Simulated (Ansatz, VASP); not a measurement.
One calculation of MgS, two programs

```
CELL_PARAMETERS angstrom
4.02863 0.00000 0.00000
-2.01431 3.48889 0.00000
0.00000 0.00000 6.71257
ATOMIC_POSITIONS crystal
Mg 0.33333 0.66667 0.00088
Mg 0.66667 0.33333 0.50088
S 0.33333 0.66667 0.37412
S 0.66667 0.33333 0.87412
```

Change from the starting cell: uniaxial_z strain +4.0%.

Alike in both runs: task single point; functional r2SCAN; k mesh 12 × 12 × 4; no spin polarisation.

```csv
,VASP,Ansatz
version,VASP 6.6.1,Ansatz 0.2.0
potentials or method,"VASP PAW PBE potentials, release 64 (Mg, S)","plane waves, PAW"
plane-wave cutoff (eV),520,500
occupations,"gaussian, width 0.01 eV",fixed
valence electrons in the cell,16,32
```

VASP gave:

```
gap on the k mesh at the Fermi level (eV)                     : 3.94
pressure (GPa)                                                : -2.4
traceless stress, the component that is largest in VASP (GPa) : -1.36
```

Q: Which values does Ansatz return?

A: gap on the k mesh at the Fermi level (eV): 3.95; pressure (GPa): -2.1; traceless stress, the component that is largest in VASP (GPa): -1.36.

VASP's potentials were made for PBE, not for r2SCAN. VASP's potentials hold 16 valence electrons a cell and Ansatz's 32, so a difference there can come from the potentials and not from the codes.
